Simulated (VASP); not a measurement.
HfN4H8 (Hf(NH2)4), 13 atoms in the cell. The cell holds a molecule in a box, 13 atoms: a = 13.140 Å, b = 13.480 Å, c = 13.480 Å, α = 90.00°, β = 90.00°, γ = 90.00°. 

```yaml
Program: VASP 6.6.1
Task: single point
Functional: PBE
Potentials_or_basis: VASP PAW PBE potentials, release 64 (Hf_pv, N, H)
Cutoff: 520 eV
k_mesh: 1 × 1 × 1
Occupations: gaussian, width 0.01 eV
Spin: no spin polarisation
Dipole_correction: no
Further_INCAR_settings: ALGO = Normal; EDIFF = 1e-06; NBANDS = 31
```

Potentials or basis: VASP PAW PBE potentials, release 64 (Hf_pv, N, H).

Run with:

```bash
$ cat potpaw_PBE.64/Hf_pv/POTCAR potpaw_PBE.64/N/POTCAR potpaw_PBE.64/H/POTCAR > POTCAR
$ mpirun -np 1 vasp_gam > vasp.out
```

Hardware: 1 thread of Intel(R) Xeon(R) 6975P-C (Granite Rapids), with other jobs on the host.

Q: How long does it take, and how much memory?

A: Wall time 2.7 min on 1 thread of Intel(R) Xeon(R) 6975P-C (Granite Rapids), with other jobs on the host, peak memory 1.4 GiB. Counts: scf iterations 25, k points 1.
